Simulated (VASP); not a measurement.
# Si8C7 (a cell with a defect) in VASP: a series of runs

Si8C7 (a cell with a defect) is run at these levels: PBE; tasks: single point.

Program: VASP 6.6.1. These are calculated values, not measurements. Logs are shortened: lines on timing, memory, paths and dates and some standing lists are left out, and cuts for length are marked.

## 1. The cell of the first run

The cell holds a defect, 15 atoms: a = 6.152 Å, b = 5.328 Å, c = 5.048 Å, α = 90.00°, β = 90.00°, γ = 90.00°.

## 2. Single point, PBE

INCAR

```
SYSTEM = Si8C7
PREC = Accurate
ENCUT = 520
EDIFF = 1E-6
ISMEAR = 0
SIGMA = 0.02
LREAL = .False.
LASPH = .True.
NELM = 120
ALGO = Normal
ISIF = 2
LWAVE = .False.
LCHARG = .True.
GGA = PE
LELF = .True.
LVHAR = .True.
NELECT = 62.0
NBANDS = 43
GGA_COMPAT = .False.
```

KPOINTS

```
Automatic mesh
0
Gamma
  2 2 2
  0 0 0
```

POSCAR

```
Si8C7
1.0
   -3.0760000000     -5.3277880000      0.0000000000
    4.6140000000     -2.6638940000      0.0000000000
    0.0000000000      0.0000000000      5.0480000000
Si C
8 7
Direct
    0.4992609379      0.6664019779     -0.0001864062
    0.4992816917      0.3310498189      0.5076016702
    0.2129968888      0.1773229746      0.0046672764
    0.2463548846      0.8376295051      0.4995095489
   -0.0008737303      0.6281478748     -0.0211432929
   -0.0006376071      0.3494727372      0.5343569026
    0.7857362606      0.1776111715      0.0047803785
    0.7522898206      0.8376448893      0.4995838102
    0.4993288252      0.6692912519      0.3768583155
    0.4991635040      0.3311193929      0.8838141949
    0.2497958040      0.1700343573      0.3852172620
    0.2446346045      0.8274821462      0.8756866748
   -0.0006740229      0.6730744835      0.3628448045
    0.7488566978      0.1700954759      0.3853496762
    0.7538252405      0.8276595430      0.8757365841
```

Potentials or basis: VASP PAW PBE potentials, release 64 (Si, C).

Run with:

```sh
$ cat potpaw_PBE.64/Si/POTCAR potpaw_PBE.64/C/POTCAR > POTCAR
$ mpirun -np 1 vasp_std > vasp.out
```

OUTCAR:

```text
SYSTEM = Si8C7
   PREC = Accurate
   ENCUT = 520
   EDIFF = 1E-6
   ISMEAR = 0
   LREAL = .False.
   LASPH = .True.
   NELM = 120
   ISIF = 2
   GGA = PE
   NELECT = 62.0

 ion  position               nearest neighbor table
   1  0.499  0.666  1.000-  10 1.88  12 1.89  15 1.89   9 1.90   2 3.06   5 3.08   5 3.09   4 3.10
                             8 3.10   4 3.10   8 3.10   2 3.12   7 3.14   3 3.15
   2  0.499  0.331  0.508-  11 1.86  14 1.86  10 1.90   9 1.92   4 3.06   8 3.06   1 3.06   6 3.08
                             6 3.08   4 3.12   8 3.12   1 3.12
   3  0.213  0.177  0.005-  11 1.93  12 1.98  10 2.04   7 2.63   5 2.74   6 2.86   4 3.09   6 3.12
                             4 3.13   1 3.15
   4  0.246  0.838  0.500-  11 1.86  13 1.89  12 1.90   9 1.90   6 3.02   8 3.04   2 3.06   5 3.07
                             3 3.09   1 3.10   1 3.10   8 3.11   2 3.12   6 3.13   3 3.13
   5  0.999  0.628  0.979-  15 1.92  12 1.92  13 1.95   6 2.69   7 2.74   3 2.74   8 3.07   4 3.07
                             1 3.08   1 3.09
   6  0.999  0.349  0.534-  13 1.93  14 1.96  11 1.96   5 2.69   7 2.86   3 2.86   4 3.02   8 3.02
                             2 3.08   2 3.08   7 3.12   3 3.12   4 3.13   8 3.13
   7  0.786  0.178  0.005-  14 1.93  15 1.98  10 2.04   3 2.63   5 2.74   6 2.86   8 3.09   6 3.12
                             8 3.13   1 3.14
   8  0.752  0.838  0.500-  14 1.86  13 1.89  15 1.90   9 1.90   6 3.02   4 3.04   2 3.06   5 3.07
                             7 3.09   1 3.10   1 3.10   4 3.11   2 3.12   6 3.13   7 3.13
   9  0.499  0.669  0.377-   4 1.90   8 1.90   1 1.90   2 1.92
  10  0.499  0.331  0.884-   1 1.88   2 1.90   3 2.04   7 2.04
  11  0.250  0.170  0.385-   4 1.86   2 1.86   3 1.93   6 1.96
  12  0.245  0.827  0.876-   1 1.89   4 1.90   5 1.92   3 1.98
  13  0.999  0.673  0.363-   4 1.89   8 1.89   6 1.93   5 1.95
  14  0.749  0.170  0.385-   8 1.86   2 1.86   7 1.93   6 1.96
  15  0.754  0.828  0.876-   1 1.89   8 1.90   5 1.92   7 1.98

  LATTYP: Found a simple orthorhombic cell.
 ALAT       =     5.0480000000
 B/A-ratio  =     1.0554255573
 C/A-ratio  =     1.2187004267

  Lattice vectors:

 A1 = (   0.0000000000,   0.0000000000,  -5.0480000000)
 A2 = (   4.6140000000,  -2.6638940000,   0.0000000000)
 A3 = (  -3.0760000000,  -5.3277880000,   0.0000000000)

Analysis of symmetry for initial positions (statically):
=====================================================================
 Subroutine PRICEL returns:
 Original cell was already a primitive cell.

 Routine SETGRP: Setting up the symmetry group for a
 simple orthorhombic supercell.

 Subroutine GETGRP returns: Found  1 space group operations
 (whereof  1 operations were pure point group operations)
 out of a pool of  8 trial point group operations.

The static configuration has the point symmetry C_1 .

Analysis of symmetry for dynamics (positions and initial velocities):
=====================================================================
 Subroutine PRICEL returns:
 Original cell was already a primitive cell.

 Routine SETGRP: Setting up the symmetry group for a
 simple orthorhombic supercell.

 Subroutine GETGRP returns: Found  1 space group operations
 (whereof  1 operations were pure point group operations)
 out of a pool of  8 trial point group operations.

The dynamic configuration has the point symmetry C_1 .

 Subroutine INISYM returns: Found  1 space group operations
 (whereof  1 operations are pure point group operations),
 and found     1 'primitive' translations

----------------------------------------------------------------------------------------

                                     Primitive cell

  volume of cell :     165.4560

  direct lattice vectors                    reciprocal lattice vectors
    -3.076000000 -5.327788000  0.000000000    -0.081274382 -0.140771367  0.000000000
     4.614000000 -2.663894000  0.000000000     0.162548765 -0.093847578  0.000000000
     0.000000000  0.000000000  5.048000000     0.000000000  0.000000000  0.198098257

  length of vectors
     6.151999754  5.327788213  5.048000000     0.162548771  0.187695149  0.198098257

  position of ions in fractional coordinates (direct lattice)
     0.499260938  0.666401978  0.999813594
     0.499281692  0.331049819  0.507601670
     0.212996889  0.177322975  0.004667276
     0.246354885  0.837629505  0.499509549
     0.999126270  0.628147875  0.978856707
[... 43 lines left out ...]

  Length of vectors
     0.081274386  0.093847574  0.099049128

  Shift w.r.t. Gamma in fractional coordinates (k-lattice)
     0.000000000  0.000000000  0.000000000

 Subroutine IBZKPT returns following result:
 ===========================================

 Found      8 irreducible k-points:

 Following reciprocal coordinates:
            Coordinates               Weight
  0.000000  0.000000  0.000000      1.000000
  0.500000  0.000000  0.000000      1.000000
  0.000000  0.500000  0.000000      1.000000
  0.500000  0.500000  0.000000      1.000000
  0.000000  0.000000  0.500000      1.000000
  0.500000  0.000000  0.500000      1.000000
  0.000000  0.500000  0.500000      1.000000
  0.500000  0.500000  0.500000      1.000000
   k-points           NKPTS =      8   k-points in BZ     NKDIM =      8   number of bands    NBANDS=     43
   number of dos      NEDOS =    301   number of ions     NIONS =     15
   total plane-waves  NPLWV =  76800
   dimension x,y,z NGX =    48 NGY =   40 NGZ =   40
   dimension x,y,z NGXF=    96 NGYF=   80 NGZF=   80
   ions per type =               8   7
   NGX,Y,Z   is equivalent  to a cutoff of  12.97, 12.48, 13.17 a.u.
   NGXF,Y,Z  is equivalent  to a cutoff of  25.94, 24.96, 26.35 a.u.
 SYSTEM =  Si8C7
   PREC   = accura    normal or accurate (medium, high low for compatibility)
   ISTART =      0    job   : 0-new  1-cont  2-samecut
   ICHARG =      2    charge: 1-file 2-atom 10-const
   ISPIN  =      1    spin polarized calculation?
   LNONCOLLINEAR =      F non collinear calculations
   LSORBIT =      F    spin-orbit coupling
   LASPH  =      T    aspherical Exc in radial PAW
   ENCUT  =  520.0 eV  38.22 Ry    6.18 a.u.  11.44  9.91  9.39*2*pi/ulx,y,z
   NELM   =    120;   NELMIN=  2; NELMDL= -5     # of ELM steps
   EDIFF  = 0.1E-05   stopping-criterion for ELM
   LREAL  =      F    real-space projection
   EDIFFG = 0.1E-04   stopping-criterion for IOM
   NSW    =      0    number of steps for IOM
   IBRION =     -1    ionic relax: 0-MD 1-quasi-New 2-CG
   NFREE  =      0    steps in history (QN), initial steepest desc. (CG)
   ISIF   =      2    stress and relaxation
   ISYM   =      2    0-nonsym 1-usesym 2-fastsym
   POTIM  = 0.5000    time-step for ionic-motion
   TEBEG  =    0.0;   TEEND  =   0.0 temperature during run
   PSTRESS=    0.0 pullay stress
   NELECT =      62.0000    total number of electrons
   NUPDOWN=      -1.0000    fix difference up-down
   EMIN   =  10.00;   EMAX   =-10.00  energy-range for DOS
   EFERMI =   0.00;   METHOD = LEGACY
   ISMEAR =     0;   SIGMA  =   0.02  broadening in eV -4-tet -1-fermi 0-gaus
   EFERMI_NEDOS =   21; number of points for ismear=-14 and -15
   IALGO  =     38    algorithm
   IMIX   =      4    mixing-type and parameters
     AMIX     =   0.40;   BMIX     =  1.00
     AMIX_MAG =   1.60;   BMIX_MAG =  1.00
  volume/ion in A,a.u.               =      11.03        74.44
  Fermi-wavevector in a.u.,A,eV,Ry     =   1.180260  2.230369 18.953116  1.393015
  Thomas-Fermi vector in A             =   2.316556
   LORBIT       =      0    0 simple, 1 ext, 2 COOP (PROOUT), +10 PAW based schemes
   GGA     = PE    functional components
   LHFCALC =     F    Hartree Fock is set to
   AEXX    =    0.0000 exact exchange contribution
   IVDW    =     0    specifies the selected vdW correction
   LEPSILON=     F    determine dielectric tensor
   LRPA    =     F    only Hartree local field effects (RPA)
 non-spin polarized calculation
 Gauss-broadening in eV      SIGMA  =   0.02
  energy-cutoff  :      520.00
  volume of cell :      165.46
 maximum number of plane-waves:      4500
 NGX is ok and might be reduce to    48
   NGX = 23   NGY = 19   NGZ = 19

 number of electron      62.0000000 magnetization

 Free energy of the ion-electron system (eV)
  ---------------------------------------------------
  ext. energy  EPLUGINS =         0.00000000
  ---------------------------------------------------
  free energy    TOTEN  =       -87.95179298 eV

  energy without entropy =      -87.95179298  energy(sigma->0) =      -87.95179298

 E-fermi :   9.6291     XC(G=0): -11.3602

 val. band max:        9.5391541644   @ k =   0.0000   0.5000   0.0000
 cond. band min:       9.7267821316   @ k =   0.5000   0.0000   0.5000
 fundamental gap:      0.1876279673
 Fermi energy:         9.6290687810

 k-point     1 :       0.0000    0.0000    0.0000
  band No.  band energies     occupation
      1      -7.4644      2.00000
      2      -4.5893      2.00000
      3      -4.3963      2.00000
      4      -4.2023      2.00000
      5      -3.6112      2.00000
      6      -2.5745      2.00000
[... 357 lines left out ...]
     42      14.7006      0.00000
     43      14.9094      0.00000

------------------------ aborting loop because EDIFF is reached ----------------------------------------

  FORCE on cell =-STRESS in cart. coord.  units (eV):
  Direction    XX          YY          ZZ          XY          YZ          ZX
  --------------------------------------------------------------------------------------
  -------------------------------------------------------------------------------------
  Total       21.5721903     18.0008824     29.4376801     -3.0436529      1.6463200     -2.8479257
  in kB      208.8921965    174.3097854    285.0568985    -29.4729156     15.9419786    -27.5776098
  external PRESSURE =     222.7529602 kB  Pullay stress =       0.0000000 kB

 VOLUME and BASIS-vectors are now :
 -----------------------------------------------------------------------------
  energy-cutoff  :      520.00
  volume of cell :      165.46
      direct lattice vectors                 reciprocal lattice vectors
    -3.076000000 -5.327788000  0.000000000    -0.081274382 -0.140771367  0.000000000
     4.614000000 -2.663894000  0.000000000     0.162548765 -0.093847578  0.000000000
     0.000000000  0.000000000  5.048000000     0.000000000  0.000000000  0.198098257

 POSITION                                       TOTAL-FORCE (eV/Angst)
 -----------------------------------------------------------------------------------
      1.53905     -4.43518      5.04706         0.002666     -0.000888      0.004420
     -0.00833     -3.54195      2.56237        -0.000071     -0.002998     -0.010663
      0.16299     -1.60717      0.02356        -0.002610     -0.001020      0.002244
      3.10703     -3.54388      2.52152         0.006314      0.006909      0.004302
     -0.17504     -6.99645      4.94127         0.002751     -0.002032     -0.000264
     -1.46157     -6.25535      2.69743        -0.006497      0.004828     -0.002944
     -1.59743     -4.65937      0.02413         0.000395      0.005164      0.001140
      1.55085     -6.23944      2.52190        -0.000262     -0.008605      0.000585
      1.55217     -4.44324      1.90238         0.000919      0.000204     -0.001404
     -0.00764     -3.54150      4.46149         0.004502     -0.004837     -0.008669
      0.01617     -1.78381      1.94458         0.003561      0.001191      0.004390
      3.06551     -3.50769      4.42047        -0.008358     -0.007157     -0.001450
      0.03164     -7.11720      1.83164        -0.002881      0.003661      0.007085
     -1.51866     -4.44287      1.94525        -0.000583     -0.002735      0.002250
      1.50005     -6.22102      4.42072         0.000155      0.008315     -0.001023
 -----------------------------------------------------------------------------------
    total drift:                               -0.000057      0.000171     -0.000318

  FREE ENERGIE OF THE ION-ELECTRON SYSTEM (eV)
  ---------------------------------------------------
  free  energy   TOTEN  =       -87.9517929779 eV

  energy  without entropy=      -87.9517929779  energy(sigma->0) =      -87.95179298
```

It took 42 s on 1 thread of Intel Xeon Platinum 8488C (Sapphire Rapids), shared host; peak memory 0.27 GiB.

What came out:

```yaml
Free_energy: -87.9518 eV
Largest_force: 0.011 eV/Å
```

Forces on the atoms (eV/Å):
```
Si   0.003 -0.001  0.004
Si   0.000 -0.003 -0.011
Si  -0.003 -0.001  0.002
Si   0.006  0.007  0.004
Si   0.003 -0.002  0.000
Si  -0.006  0.005 -0.003
Si   0.000  0.005  0.001
Si   0.000 -0.009  0.001
C    0.001  0.000 -0.001
C    0.005 -0.005 -0.009
C    0.004  0.001  0.004
C   -0.008 -0.007 -0.001
C   -0.003  0.004  0.007
C   -0.001 -0.003  0.002
C    0.000  0.008 -0.001
```

Caveat: the k points lie up to 0.62 Å⁻¹ apart; the cell carries a net charge on a neutralising background, which shifts energy and pressure; the cell is charged against a uniform background, so pressure and absolute levels hang on convention.

(Continued in part 2 of 2.)
